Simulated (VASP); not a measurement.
# Au (Im-3m) in VASP: a series of runs

The runs below take Au through single point, with PBE.

Everything below comes from runs of VASP 6.6.1. Logs are shortened: lines on timing, memory, paths and dates and some standing lists are left out, and cuts for length are marked.

## (1) The cell of the first run

The structure is cubic, space group Im-3m (No. 229). The conventional cell has a = 3.238 Å, b = 3.238 Å, c = 3.238 Å, α = 90.00°, β = 90.00°, γ = 90.00°. Au (site symmetry m-3m) has 14 Au at 2.80 to 3.24 Å within 3.7 Å.

## (2) Single point, PBE

Contents of INCAR:

```
PREC = Accurate ; ENCUT = 520
EDIFF = 1E-7 ; ISMEAR = 0
SIGMA = 0.05 ; LREAL = False
LASPH = True ; NELM = 100
ALGO = Normal ; ISIF = 2
LWAVE = False ; LCHARG = False
GGA = PE ; NBANDS = 12
```

Contents of KPOINTS:

```
Automatic mesh
0
Gamma
  8 8 8
```

Contents of POSCAR:

```
Au
1.0
   -1.6191481830      1.6191481830      1.6191481830
    1.6191481830     -1.6191481830      1.6191481830
    1.6191481830      1.6191481830     -1.6191481830
Au
1
Direct
    0.0000000000      0.0000000000      0.0000000000
```

Potentials or basis: VASP PAW PBE potentials, release 64 (Au).

Launch:

```
$ cat potpaw_PBE.64/Au/POTCAR > POTCAR
$ mpirun -np 1 vasp_std > vasp.out
```

OUTCAR:

```text
PREC = Accurate
   ENCUT = 520
   EDIFF = 1E-7
   ISMEAR = 0
   LREAL = False
   LASPH = True
   NELM = 100
   ISIF = 2
   GGA = PE

 ion  position               nearest neighbor table
   1  0.000  0.000  0.000-

  LATTYP: Found a body centered cubic cell.
 ALAT       =     3.2382963660

  Lattice vectors:

 A1 = (  -1.6191481830,   1.6191481830,   1.6191481830)
 A2 = (   1.6191481830,  -1.6191481830,   1.6191481830)
 A3 = (   1.6191481830,   1.6191481830,  -1.6191481830)

Analysis of symmetry for initial positions (statically):
=====================================================================
 Subroutine PRICEL returns:
 Original cell was already a primitive cell.

 Routine SETGRP: Setting up the symmetry group for a
 body centered cubic supercell.

 Subroutine GETGRP returns: Found 48 space group operations
[... 9 lines left out ...]

 Routine SETGRP: Setting up the symmetry group for a
 body centered cubic supercell.

 Subroutine GETGRP returns: Found 48 space group operations
[... 11 lines left out ...]
                                     Primitive cell

  volume of cell :      16.9793

  direct lattice vectors                    reciprocal lattice vectors
    -1.619148183  1.619148183  1.619148183     0.000000000  0.308804349  0.308804349
     1.619148183 -1.619148183  1.619148183     0.308804349  0.000000000  0.308804349
     1.619148183  1.619148183 -1.619148183     0.308804349  0.308804349  0.000000000

  length of vectors
     2.804446918  2.804446918  2.804446918     0.436715298  0.436715298  0.436715298

  position of ions in fractional coordinates (direct lattice)
     0.000000000  0.000000000  0.000000000

  ion indices of the primitive-cell ions
   primitive index   ion index
                 1           1

----------------------------------------------------------------------------------------

 KPOINTS: Automatic mesh

Automatic generation of k-mesh.
 Grid dimensions read from file:
 generate k-points for:    8    8    8

 Generating k-lattice:

  Cartesian coordinates                     Fractional coordinates (reciprocal lattice)
     0.000000000  0.038600544  0.038600544     0.125000000  0.000000000  0.000000000
     0.038600544  0.000000000  0.038600544     0.000000000  0.125000000  0.000000000
     0.038600544  0.038600544  0.000000000     0.000000000  0.000000000  0.125000000

  Length of vectors
     0.054589412  0.054589412  0.054589412

  Shift w.r.t. Gamma in fractional coordinates (k-lattice)
     0.000000000  0.000000000  0.000000000

 Subroutine IBZKPT returns following result:
 ===========================================

 Found     29 irreducible k-points:

 Following reciprocal coordinates:
            Coordinates               Weight
  0.000000  0.000000  0.000000      1.000000
  0.125000  0.000000  0.000000     12.000000
  0.250000  0.000000  0.000000     12.000000
  0.375000  0.000000  0.000000     12.000000
  0.500000  0.000000  0.000000      6.000000
  0.125000  0.125000  0.000000     24.000000
[... 16 lines left out ...]
 -0.250000  0.250000  0.250000      6.000000
 -0.375000  0.375000  0.250000     24.000000
 [... further k-points ...]
   k-points           NKPTS =     29   k-points in BZ     NKDIM =     29   number of bands    NBANDS=     12
   number of dos      NEDOS =    301   number of ions     NIONS =      1
   total plane-waves  NPLWV =  13824
   dimension x,y,z NGX =    24 NGY =   24 NGZ =   24
   dimension x,y,z NGXF=    48 NGYF=   48 NGZF=   48
   ions per type =               1
   NGX,Y,Z   is equivalent  to a cutoff of  14.23, 14.23, 14.23 a.u.
   NGXF,Y,Z  is equivalent  to a cutoff of  28.45, 28.45, 28.45 a.u.
 SYSTEM =  unknown system
   PREC   = accura    normal or accurate (medium, high low for compatibility)
   ISTART =      0    job   : 0-new  1-cont  2-samecut
   ICHARG =      2    charge: 1-file 2-atom 10-const
   ISPIN  =      1    spin polarized calculation?
   LNONCOLLINEAR =      F non collinear calculations
   LSORBIT =      F    spin-orbit coupling
   LASPH  =      T    aspherical Exc in radial PAW
   ENCUT  =  520.0 eV  38.22 Ry    6.18 a.u.   5.21  5.21  5.21*2*pi/ulx,y,z
   NELM   =    100;   NELMIN=  2; NELMDL= -5     # of ELM steps
   EDIFF  = 0.1E-06   stopping-criterion for ELM
   LREAL  =      F    real-space projection
   EDIFFG = 0.1E-05   stopping-criterion for IOM
   NSW    =      0    number of steps for IOM
   IBRION =     -1    ionic relax: 0-MD 1-quasi-New 2-CG
   NFREE  =      0    steps in history (QN), initial steepest desc. (CG)
   ISIF   =      2    stress and relaxation
   ISYM   =      2    0-nonsym 1-usesym 2-fastsym
   POTIM  = 0.5000    time-step for ionic-motion
   TEBEG  =    0.0;   TEEND  =   0.0 temperature during run
   PSTRESS=    0.0 pullay stress
   NELECT =      11.0000    total number of electrons
   NUPDOWN=      -1.0000    fix difference up-down
   EMIN   =  10.00;   EMAX   =-10.00  energy-range for DOS
   EFERMI =   0.00;   METHOD = LEGACY
   ISMEAR =     0;   SIGMA  =   0.05  broadening in eV -4-tet -1-fermi 0-gaus
   EFERMI_NEDOS =   21; number of points for ismear=-14 and -15
   IALGO  =     38    algorithm
   IMIX   =      4    mixing-type and parameters
     AMIX     =   0.40;   BMIX     =  1.00
     AMIX_MAG =   1.60;   BMIX_MAG =  1.00
  volume/ion in A,a.u.               =      16.98       114.58
  Fermi-wavevector in a.u.,A,eV,Ry     =   1.416552  2.676895 27.301710  2.006619
  Thomas-Fermi vector in A             =   2.537874
   LORBIT       =      0    0 simple, 1 ext, 2 COOP (PROOUT), +10 PAW based schemes
   GGA     = PE    functional components
   LHFCALC =     F    Hartree Fock is set to
   AEXX    =    0.0000 exact exchange contribution
   IVDW    =     0    specifies the selected vdW correction
   LEPSILON=     F    determine dielectric tensor
   LRPA    =     F    only Hartree local field effects (RPA)
 non-spin polarized calculation
 Gauss-broadening in eV      SIGMA  =   0.05
  energy-cutoff  :      520.00
  volume of cell :       16.98
 maximum number of plane-waves:       471
 NGX is ok and might be reduce to    24
   NGX = 11   NGY = 11   NGZ = 11

 number of electron      11.0000001 magnetization

 Free energy of the ion-electron system (eV)
  ---------------------------------------------------
  ext. energy  EPLUGINS =         0.00000000
  ---------------------------------------------------
  free energy    TOTEN  =        -3.13105436 eV

  energy without entropy =       -3.12776649  energy(sigma->0) =       -3.12941043

 E-fermi :   9.7688     XC(G=0): -12.7459

 val. band max:        9.3893375955   @ k =  -0.3750   0.3750   0.2500
 cond. band min:       9.7721660355   @ k =   0.3750   0.1250  -0.0000
 fundamental gap:      0.3828284400
 Fermi energy:         9.7687770594

 k-point     1 :       0.0000    0.0000    0.0000
  band No.  band energies     occupation
      1      -0.3483      2.00000
      2       4.6184      2.00000
      3       4.6184      2.00000
      4       4.6184      2.00000
      5       6.5652      2.00000
      6       6.5652      2.00000
      7      26.0630      0.00000
      8      26.0630      0.00000
      9      26.0630      0.00000
     10      33.9553      0.00000
     11      33.9553      0.00000
     12      33.9553      0.00000

 k-point     2 :       0.1250    0.0000    0.0000
  band No.  band energies     occupation
      1       0.2167      2.00000
      2       4.4414      2.00000
      3       4.6293      2.00000
      4       5.0230      2.00000
      5       6.3780      2.00000
      6       6.5796      2.00000
      7      25.7161      0.00000
      8      26.0560      0.00000
      9      26.7947      0.00000
     10      30.4506      0.00000
     11      30.8760      0.00000
     12      32.0789      0.00000

 k-point     3 :       0.2500    0.0000    0.0000
  band No.  band energies     occupation
      1       1.5670      2.00000
      2       4.0390      2.00000
      3       4.7964      2.00000
      4       6.1169      2.00000
      5       6.2420      2.00000
      6       6.6356      2.00000
      7      21.7492      0.00000
      8      24.5312      0.00000
      9      28.2805      0.00000
     10      28.6885      0.00000
     11      29.8159      0.00000
     12      31.3320      0.00000

 k-point     4 :       0.3750    0.0000    0.0000
  band No.  band energies     occupation
      1       2.2504      2.00000
      2       3.6669      2.00000
      3       6.1805      2.00000
      4       6.7239      2.00000
      5       6.7300      2.00000
      6       7.4552      2.00000
      7      16.4808      0.00000
      8      22.6556      0.00000
      9      24.8944      0.00000
     10      30.8005      0.00000
     11      30.8340      0.00000
     12      33.6421      0.00000

 k-point     5 :       0.5000    0.0000    0.0000
  band No.  band energies     occupation
      1       2.2391      2.00000
      2       3.5204      2.00000
      3       6.4200      2.00000
      4       6.7709      2.00000
      5       8.1240      2.00000
      6       8.8936      2.00000
      7      13.1234      0.00000
      8      21.9362      0.00000
      9      23.4956      0.00000
     10      31.4668      0.00000
     11      31.8202      0.00000
     12      32.5439      0.00000
[... 228 lines left out ...]
      1       3.8538      2.00000
      2       4.0422      2.00000
      3       4.0422      2.00000
      4       6.9241      2.00000
      5       6.9241      2.00000
      6      13.4161      0.00000
      7      15.1749      0.00000
      8      15.1749      0.00000
      9      27.4825      0.00000
     10      28.2601      0.00000
     11      28.2601      0.00000
     12      33.8999      0.00000

 k-point    22 :       0.2500    0.2500    0.2500
  band No.  band energies     occupation
      1       4.1118      2.00000
      2       4.1118      2.00000
      3       4.1118      2.00000
      4       6.8168      2.00000
      5       6.8168      2.00000
      6      12.4412      0.00000
      7      16.7708      0.00000
      8      16.7708      0.00000
      9      16.7708      0.00000
     10      36.4454      0.00000
     11      36.4454      0.00000
     12      36.4454      0.00000

 k-point    23 :      -0.2500    0.2500    0.2500
  band No.  band energies     occupation
      1       3.1431      2.00000
      2       4.4244      2.00000
      3       5.2621      2.00000
      4       5.2621      2.00000
      5       6.0471      2.00000
      6       7.5583      2.00000
      7      22.2693      0.00000
      8      23.4372      0.00000
      9      23.4372      0.00000
     10      25.1610      0.00000
     11      33.9388      0.00000
     12      33.9388      0.00000

 k-point    24 :      -0.3750    0.3750    0.2500
  band No.  band energies     occupation
      1       3.4568      2.00000
      2       3.8928      2.00000
      3       5.2708      2.00000
      4       5.8033      2.00000
      5       7.2051      2.00000
      6       9.3893      2.00000
      7      17.9967      0.00000
      8      20.8853      0.00000
      9      23.2095      0.00000
     10      26.2568      0.00000
     11      32.2927      0.00000
     12      34.8889      0.00000

 [... further k-points ...]
[... 5 lines left out ...]
  --------------------------------------------------------------------------------------
  -------------------------------------------------------------------------------------
  Total        0.9649171      0.9649171      0.9649171      0.0000000      0.0000000      0.0000000
  in kB       91.0501764     91.0501764     91.0501764      0.0000000      0.0000000      0.0000000
  external PRESSURE =      91.0501764 kB  Pullay stress =       0.0000000 kB

 VOLUME and BASIS-vectors are now :
 -----------------------------------------------------------------------------
  energy-cutoff  :      520.00
  volume of cell :       16.98
      direct lattice vectors                 reciprocal lattice vectors
    -1.619148183  1.619148183  1.619148183     0.000000000  0.308804349  0.308804349
     1.619148183 -1.619148183  1.619148183     0.308804349  0.000000000  0.308804349
     1.619148183  1.619148183 -1.619148183     0.308804349  0.308804349  0.000000000

 POSITION                                       TOTAL-FORCE (eV/Angst)
 -----------------------------------------------------------------------------------
      0.00000      0.00000      0.00000         0.000000      0.000000     -0.000000
 -----------------------------------------------------------------------------------
    total drift:                               -0.000000     -0.000000      0.000000

  FREE ENERGIE OF THE ION-ELECTRON SYSTEM (eV)
  ---------------------------------------------------
  free  energy   TOTEN  =        -3.1310543563 eV

  energy  without entropy=       -3.1277664944  energy(sigma->0) =       -3.12941043
```

Wall time 16 s (1 thread of AMD EPYC 7R13, shared host); peak memory 0.11 GiB.

What came out:

| Quantity | Value |
| --- | --- |
| Free energy | -3.1311 eV |
| Pressure | 9.1 GPa |

Caveat: spin-orbit coupling is left out, which moves the levels of the heavy elements.

## (3) Single point, PBE

This run uses another cell than the first one, of 18.04 Å³/atom, 1.063 times its volume.

Contents of INCAR:

```
SYSTEM = Au
PREC = Accurate
ENCUT = 520
EDIFF = 1E-6
ISMEAR = 0
SIGMA = 0.05
LREAL = .False.
LASPH = .True.
NELM = 80
ALGO = Fast
ISIF = 2
LWAVE = .False.
LCHARG = .True.
GGA = PE
LELF = .True.
LVHAR = .True.
NBANDS = 12
```

Contents of KPOINTS:

```
Automatic mesh
0
Gamma
  8 8 8
  0 0 0
```

Contents of POSCAR:

```
Au
1.0
   -1.6523098257      1.6523098257      1.6523098257
    1.6523098257     -1.6523098257      1.6523098257
    1.6523098257      1.6523098257     -1.6523098257
Au
1
Direct
    0.0000000000      0.0000000000      0.0000000000
```

Potentials or basis: VASP PAW PBE potentials, release 64 (Au).

Launch:

```
$ cat potpaw_PBE.64/Au/POTCAR > POTCAR
$ mpirun -np 1 vasp_std > vasp.out
```

Run time: 17 s. Hardware: 1 thread of AMD EPYC 7R13, shared host; peak memory 0.11 GiB.

The run converged. Its results:

```yaml
Free_energy: -3.1587 eV
Pressure: -0.3 GPa
```

Levels at points of the mesh, in eV from the Fermi level:
| k point | band 4 | band 5 | band 6 | band 7 | band 8 | band 9 |
| --- | --- | --- | --- | --- | --- | --- |
| (0.00, 0.00, 0.00) | -4.79 | -3.03 | -3.03 | 16.30 | 16.30 | 16.30 |
| (0.50, 0.00, 0.00) | -2.85 | -1.63 | -0.59 | 3.03 | 12.15 | 13.32 |
| (0.50, 0.50, 0.50) | -1.98 | -1.98 | 6.05 | 6.05 | 6.05 | 8.86 |

Caveat: spin-orbit coupling is left out, which moves the levels of the heavy elements.
